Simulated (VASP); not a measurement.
# TiSi16 (a cell with a defect) in VASP: a series of runs

TiSi16 (a cell with a defect) is run at these levels: PBE; tasks: single point.

Everything below comes from runs of VASP 6.6.1. Logs are shortened: lines on timing, memory, paths and dates and some standing lists are left out, and cuts for length are marked.

### 1 The cell of the first run

The cell holds a defect, 17 atoms: a = 7.679 Å, b = 7.679 Å, c = 7.679 Å, α = 60.00°, β = 60.00°, γ = 60.00°.

### 2 Single point, PBE

INCAR reads:

```
  PREC = Accurate
  ENCUT = 520
  EDIFF = 1E-6
  ISMEAR = -1
  SIGMA = 0.02
  LREAL = Auto
  LASPH = True
  NELM = 100
  ALGO = Normal
  ISIF = 2
  LWAVE = False
  LCHARG = False
  GGA = PE
  NBANDS = 52
```

KPOINTS reads:

```
Automatic mesh
0
Gamma
  2 2 2
```

POSCAR reads:

```
TiSi16
1.0
    0.0000000000      5.4300000000      5.4300000000
    5.4300000000      0.0000000000      5.4300000000
    5.4300000000      5.4300000000      0.0000000000
Si Ti
16 1
Direct
   -0.0161325967      0.0360957643     -0.0330755064
    0.1209484346      0.1054419890      0.1343922652
    0.0051657459     -0.0364732965      0.4963627993
    0.1124033149      0.1183149171      0.6103591160
   -0.0192081031      0.4673848987      0.0366850829
    0.1247053407      0.6506353591      0.0751657459
   -0.0142081031      0.5232136280      0.4537108656
    0.0857366483      0.5974861878      0.6581860037
    0.4764180479      0.0233609576      0.0077624309
    0.6119337017      0.1500736648      0.1134622468
    0.4939686924      0.0161233886      0.5095856354
    0.6479465930      0.1367679558      0.6214272560
    0.5071915285      0.5074309392     -0.0233609576
    0.6033333333      0.6395948435      0.1290055249
    0.4803038674      0.5108379374      0.5206721915
    0.6159852670      0.6413627993      0.6076611418
    0.3882965009      0.3912246777      0.3458287293
```

Potentials or basis: VASP PAW PBE potentials, release 64 (Si, Ti_sv).

Command:

```bash
cat potpaw_PBE.64/Si/POTCAR potpaw_PBE.64/Ti_sv/POTCAR > POTCAR
mpirun -np 1 vasp_std > vasp.out
```

OUTCAR:

```text
PREC = Accurate
   ENCUT = 520
   EDIFF = 1E-6
   ISMEAR = -1
   LREAL = Auto
   LASPH = True
   NELM = 100
   ISIF = 2
   GGA = PE

 ion  position               nearest neighbor table
   1  0.984  0.036  0.967-   4 2.25  10 2.34   2 2.38   6 2.42
   2  0.121  0.105  0.134-   9 2.24   3 2.27   5 2.28   1 2.38
   3  0.005  0.964  0.496-   2 2.27  12 2.28   8 2.32   4 2.37
   4  0.112  0.118  0.610-   1 2.25   3 2.37  11 2.42   7 2.54  17 2.98
   5  0.981  0.467  0.037-   2 2.28   6 2.36   8 2.38  14 2.39
   6  0.125  0.651  0.075-   5 2.36   7 2.38  13 2.41   1 2.42  17 2.90
   7  0.986  0.523  0.454-  16 2.33   6 2.38   8 2.43  17 2.53   4 2.54
   8  0.086  0.597  0.658-   3 2.32   5 2.38   7 2.43  15 2.50  17 2.86
   9  0.476  0.023  0.008-   2 2.24  10 2.31  14 2.41  12 2.44
  10  0.612  0.150  0.113-  13 2.24   9 2.31   1 2.34  11 2.49  17 2.57
  11  0.494  0.016  0.510-  16 2.36  17 2.37   4 2.42  12 2.43  10 2.49
  12  0.648  0.137  0.621-   3 2.28  15 2.36  11 2.43   9 2.44  17 2.91
  13  0.507  0.507  0.977-  10 2.24  16 2.32  17 2.32  14 2.40   6 2.41
  14  0.603  0.640  0.129-   5 2.39  13 2.40   9 2.41  15 2.46  17 2.52
  15  0.480  0.511  0.521-  16 2.22  12 2.36  17 2.44  14 2.46   8 2.50
  16  0.616  0.641  0.608-  15 2.22  13 2.32   7 2.33  11 2.36
  17  0.388  0.391  0.346-  13 2.32  11 2.37  15 2.44  14 2.52   7 2.53  10 2.57   8 2.86   6 2.90
                            12 2.91   4 2.98

  LATTYP: Found a face centered cubic cell.
 ALAT       =    10.8600000000

  Lattice vectors:

 A1 = (   0.0000000000,   5.4300000000,   5.4300000000)
 A2 = (   5.4300000000,   0.0000000000,   5.4300000000)
 A3 = (   5.4300000000,   5.4300000000,   0.0000000000)

Analysis of symmetry for initial positions (statically):
=====================================================================
 Subroutine PRICEL returns:
 Original cell was already a primitive cell.

 Routine SETGRP: Setting up the symmetry group for a
 face centered cubic supercell.

 Subroutine GETGRP returns: Found  1 space group operations
 (whereof  1 operations were pure point group operations)
 out of a pool of 48 trial point group operations.

The static configuration has the point symmetry C_1 .

Analysis of symmetry for dynamics (positions and initial velocities):
=====================================================================
 Subroutine PRICEL returns:
 Original cell was already a primitive cell.
[... 124 lines left out ...]
   NSW    =      0    number of steps for IOM
   IBRION =     -1    ionic relax: 0-MD 1-quasi-New 2-CG
   NFREE  =      0    steps in history (QN), initial steepest desc. (CG)
   ISIF   =      2    stress and relaxation
   ISYM   =      2    0-nonsym 1-usesym 2-fastsym
   POTIM  = 0.5000    time-step for ionic-motion
   TEBEG  =    0.0;   TEEND  =   0.0 temperature during run
   PSTRESS=    0.0 pullay stress
   NELECT =      76.0000    total number of electrons
   NUPDOWN=      -1.0000    fix difference up-down
   EMIN   =  10.00;   EMAX   =-10.00  energy-range for DOS
   EFERMI =   0.00;   METHOD = LEGACY
   ISMEAR =    -1;   SIGMA  =   0.02  broadening in eV -4-tet -1-fermi 0-gaus
   EFERMI_NEDOS =   21; number of points for ismear=-14 and -15
   IALGO  =     38    algorithm
   IMIX   =      4    mixing-type and parameters
     AMIX     =   0.40;   BMIX     =  1.00
     AMIX_MAG =   1.60;   BMIX_MAG =  1.00
  volume/ion in A,a.u.               =      18.84       127.11
  Fermi-wavevector in a.u.,A,eV,Ry     =   1.013607  1.915439 13.978610  1.027399
  Thomas-Fermi vector in A             =   2.146786
   LORBIT       =      0    0 simple, 1 ext, 2 COOP (PROOUT), +10 PAW based schemes
   GGA     = PE    functional components
   LHFCALC =     F    Hartree Fock is set to
   AEXX    =    0.0000 exact exchange contribution
   IVDW    =     0    specifies the selected vdW correction
   LEPSILON=     F    determine dielectric tensor
   LRPA    =     F    only Hartree local field effects (RPA)
 non-spin polarized calculation
  energy-cutoff  :      520.00
  volume of cell :      320.21
 maximum number of plane-waves:      8646
 NGX is ok and might be reduce to    60
   NGX = 29   NGY = 29   NGZ = 29

 number of electron      76.0000000 magnetization

 Free energy of the ion-electron system (eV)
  ---------------------------------------------------
  ext. energy  EPLUGINS =         0.00000000
  ---------------------------------------------------
  free energy    TOTEN  =       -91.05420355 eV

  energy without entropy =      -91.03888229  energy(sigma->0) =      -91.04654292

 E-fermi :   6.9291     XC(G=0):  -9.7688

 val. band max:        6.9255551046   @ k =   0.5000   0.0000   0.5000
 cond. band min:       6.9319919192   @ k =   0.0000   0.0000   0.5000
 fundamental gap:      0.0064368146
 Fermi energy:         6.9290973389

 k-point     1 :       0.0000    0.0000    0.0000
  band No.  band energies     occupation
      1     -49.7660      2.00000
      2     -26.1781      2.00000
      3     -26.1419      2.00000
      4     -26.1222      2.00000
      5      -5.6970      2.00000
      6      -3.5877      2.00000
[... 413 lines left out ...]
     49       9.7449      0.00000
     50      10.4218      0.00000
 [bands above 50 left out]

------------------------ aborting loop because EDIFF is reached ----------------------------------------

  FORCE on cell =-STRESS in cart. coord.  units (eV):
  Direction    XX          YY          ZZ          XY          YZ          ZX
  --------------------------------------------------------------------------------------
  -------------------------------------------------------------------------------------
  Total        9.2989316      6.8130502      8.2022622      1.0199002     -0.7559630      0.1689834
  in kB       46.5279750     34.0896611     41.0406988      5.1031553     -3.7825235      0.8455224
  external PRESSURE =      40.5527783 kB  Pullay stress =       0.0000000 kB

 VOLUME and BASIS-vectors are now :
 -----------------------------------------------------------------------------
  energy-cutoff  :      520.00
  volume of cell :      320.21
      direct lattice vectors                 reciprocal lattice vectors
     0.000000000  5.430000000  5.430000000    -0.092081031  0.092081031  0.092081031
     5.430000000  0.000000000  5.430000000     0.092081031 -0.092081031  0.092081031
     5.430000000  5.430000000  0.000000000     0.092081031  0.092081031 -0.092081031

 POSITION                                       TOTAL-FORCE (eV/Angst)
 -----------------------------------------------------------------------------------
      5.44640     10.59280      5.53840         0.264599      1.195978     -0.787225
      1.30230      1.38650      1.22930        -0.367787     -0.941908     -0.515961
      7.92720      2.72330      5.26000         0.540240      0.661481      0.133186
      3.95670      3.92460      1.25280        -0.304159     -0.939400      1.410792
      2.73710      5.52490      7.86360         0.728549     -0.828733      0.803208
      3.94110      1.08530      4.21010         0.059269      0.093317     -0.020527
[... 9 lines left out ...]
      6.78220      6.64440      6.82740         0.614417      0.391851      1.213549
      4.00220      3.98630      4.23280         1.953550      0.068620     -1.736248
 -----------------------------------------------------------------------------------
    total drift:                               -0.011665      0.000813      0.007997

  FREE ENERGIE OF THE ION-ELECTRON SYSTEM (eV)
  ---------------------------------------------------
  free  energy   TOTEN  =       -91.0542035516 eV

  energy  without entropy=      -91.0388822857  energy(sigma->0) =      -91.04654292
```

OSZICAR:

```text
N       E                     dE             d eps       ncg     rms          rms(c)
DAV:   1     0.348657476289E+03    0.34866E+03   -0.30828E+04   840   0.127E+03
DAV:   2    -0.564200961189E+02   -0.40508E+03   -0.38550E+03   972   0.249E+02
DAV:   3    -0.915014400383E+02   -0.35081E+02   -0.34086E+02  1216   0.660E+01
DAV:   4    -0.938935136183E+02   -0.23921E+01   -0.23661E+01  1264   0.152E+01
DAV:   5    -0.939759497043E+02   -0.82436E-01   -0.82321E-01  1128   0.248E+00    0.187E+01
DAV:   6    -0.928171674869E+02    0.11588E+01   -0.14538E+01  1108   0.193E+01    0.130E+01
DAV:   7    -0.918596846374E+02    0.95748E+00   -0.17917E+01  1128   0.225E+01    0.934E+00
DAV:   8    -0.911200918041E+02    0.73959E+00   -0.13648E+00  1020   0.589E+00    0.284E+00
DAV:   9    -0.910510057965E+02    0.69086E-01   -0.52548E-01  1280   0.299E+00    0.749E-01
DAV:  10    -0.910528710126E+02   -0.18652E-02   -0.22606E-02  1004   0.632E-01    0.507E-01
DAV:  11    -0.910540925665E+02   -0.12216E-02   -0.45481E-03  1040   0.302E-01    0.200E-01
DAV:  12    -0.910541334971E+02   -0.40931E-04   -0.14070E-03  1068   0.172E-01    0.616E-02
DAV:  13    -0.910541993892E+02   -0.65892E-04   -0.13099E-04   976   0.565E-02    0.227E-02
DAV:  14    -0.910542023040E+02   -0.29148E-05   -0.20311E-05  1076   0.164E-02    0.892E-03
DAV:  15    -0.910542035550E+02   -0.12510E-05   -0.40410E-06   976   0.948E-03    0.337E-03
DAV:  16    -0.910542035516E+02    0.34415E-08   -0.33435E-07   512   0.263E-03
   1 F= -.91054204E+02 E0= -.91046543E+02  d E =-.153213E-01
```

It took 3.6 min on 1 thread of AMD EPYC 9R45 (Zen 5), shared host; peak memory 0.47 GiB.

Results:

| Quantity | Value |
| --- | --- |
| Free energy | -91.0542 eV |
| Pressure | 4.1 GPa |
| Largest force | 2.615 eV/Å |
| Band gap on the k mesh | zero (band 38 reaches 6.99 eV, above the bottom of band 39 at 6.69 eV) |

Forces in eV/Å, atoms in the order of the input:
```
Si   0.265  1.196 -0.787
Si  -0.368 -0.942 -0.516
Si   0.540  0.661  0.133
Si  -0.304 -0.939  1.411
Si   0.729 -0.829  0.803
Si   0.059  0.093 -0.021
Si   0.006  0.785 -0.546
Si  -0.690  0.268  0.366
Si  -1.509  0.464  0.727
Si  -0.821  0.811 -0.722
Si  -0.896  0.551 -0.609
Si   0.736 -0.558 -1.015
Si  -0.264 -1.717  1.156
Si   0.081  0.272  0.971
Si  -0.131 -0.578 -0.830
Si   0.614  0.392  1.214
Ti   1.954  0.069 -1.736
```

Stress tensor (GPa, compression positive):
```
 4.65  0.51  0.08
 0.51  3.41 -0.38
 0.08 -0.38  4.10
```

Levels at points of the mesh, in eV from the Fermi level:
```
           k point  band 36  band 37  band 38  band 39  band 40  band 41
(0.00, 0.00, 0.00)    -0.94    -0.52    -0.51    -0.24    -0.11     0.10
(0.50, 0.00, 0.00)    -1.19    -0.23    -0.11     0.19     0.38     0.55
(0.00, 0.50, 0.00)    -1.31    -0.39    -0.16     0.07     0.38     0.65
(0.00, 0.00, 0.50)    -1.36    -0.28    -0.10     0.00     0.48     0.54
(0.50, 0.50, 0.50)    -1.25    -0.21     0.06     0.13     0.28     0.64
(0.50, 0.50, 0.00)    -1.82    -0.68     0.02     0.50     0.81     0.97
(0.00, 0.50, 0.50)    -1.73    -0.61    -0.01     0.59     0.71     1.02
(0.50, 0.00, 0.50)    -1.76    -0.55     0.00     0.50     0.55     1.09
```

Caveat: the k points lie up to 0.50 Å⁻¹ apart.

### 3 Single point, PBE

INCAR reads:

```
PREC = Accurate
ENCUT = 520
EDIFF = 1E-6
ISMEAR = -1
SIGMA = 0.02
LREAL = Auto
LASPH = True
NELM = 100
ALGO = Normal
ISIF = 2
LWAVE = False
LCHARG = False
GGA = PE
NBANDS = 52
```

KPOINTS reads:

```
regular mesh
0
Gamma
  2 2 2
```

POSCAR reads:

```
TiSi16
1.0
    0.0000000000      5.4300000000      5.4300000000
    5.4300000000      0.0000000000      5.4300000000
    5.4300000000      5.4300000000      0.0000000000
Si Ti
16 1
Direct
   -0.0603314917     -0.0111233886      0.0265930018
    0.0481215470      0.1259852670      0.1647697974
   -0.0212707182      0.0477348066      0.5195764273
    0.1004327808      0.1351841621      0.6803959484
   -0.0534069982      0.4975874770      0.0484714549
    0.0825598527      0.6365930018      0.1514364641
   -0.0308747698      0.5163075506      0.5203222836
    0.0685359116      0.6732504604      0.6815561694
    0.4152946593      0.0239686924      0.0238581952
    0.5496224678      0.1418324125      0.1704511971
    0.5065377532      0.0186924494      0.5488397790
    0.6066022099      0.2020534070      0.6486279926
    0.4480018416      0.5461233886     -0.0051841621
    0.5691620626      0.6566942910      0.1321639042
    0.4158839779      0.6014088398      0.5202117864
    0.6150276243      0.6606261510      0.6154327808
    0.3298066298      0.4146316759      0.4026058932
```

Potentials or basis: VASP PAW PBE potentials, release 64 (Si, Ti_sv).

Command:

```bash
cat potpaw_PBE.64/Si/POTCAR potpaw_PBE.64/Ti_sv/POTCAR > POTCAR
mpirun -np 1 vasp_std > vasp.out
```

Run time: 3.2 min. Hardware: 1 thread of AMD EPYC 9R45 (Zen 5), shared host; peak memory 0.47 GiB.

It converged, with:

```
Free energy            : -90.4626 eV
Pressure               : 3.3 GPa
Largest force          : 2.636 eV/Å
Band gap on the k mesh : zero (band 38 reaches 6.89 eV, above the bottom of band 39 at 6.71 eV)
```

Forces on the atoms (eV/Å):
```
Si   2.622 -0.275 -0.033
Si  -0.376 -0.436  0.146
Si   0.068  0.367 -0.707
Si  -1.263 -0.317  1.281
Si   0.255 -0.331  0.132
Si  -1.129 -0.084 -0.635
Si   1.365  0.320 -0.763
Si   0.013 -1.158 -0.971
Si   0.115  0.566  1.744
Si  -0.581 -0.436  0.221
Si   0.653 -0.854  0.012
Si   0.574 -0.502 -1.136
Si  -1.105  0.316 -0.322
Si   0.419  0.626  0.452
Si  -1.556  1.010  0.607
Si   0.869 -0.055 -0.723
Ti  -0.941  1.243  0.693
```

Stress tensor (GPa, compression positive):
```
 2.79 -1.37 -1.74
-1.37  3.18 -0.14
-1.74 -0.14  3.86
```

Levels at points of the mesh, in eV from the Fermi level:
```
           k point  band 35  band 36  band 37  band 38  band 39  band 40  band 41  band 42
(0.00, 0.00, 0.00)    -0.97    -0.82    -0.67    -0.37    -0.16     0.00     0.10     0.29
(0.50, 0.00, 0.00)    -1.25    -1.19    -0.49    -0.17     0.22     0.45     0.58     0.70
(0.00, 0.50, 0.00)    -1.29    -1.02    -0.35    -0.09     0.20     0.25     0.58     0.80
(0.00, 0.00, 0.50)    -1.15    -1.10    -0.09    -0.03     0.13     0.36     0.59     0.81
(0.50, 0.50, 0.50)    -1.27    -1.11    -0.21    -0.16     0.25     0.30     0.49     0.74
(0.50, 0.50, 0.00)    -1.82    -1.45    -0.68     0.00     0.61     0.71     0.92     1.15
(0.00, 0.50, 0.50)    -1.71    -1.51    -0.61     0.02     0.63     0.84     1.06     1.22
(0.50, 0.00, 0.50)    -1.69    -1.42    -0.55    -0.03     0.58     0.76     1.03     1.18
```

Caveat: the k points lie up to 0.50 Å⁻¹ apart.
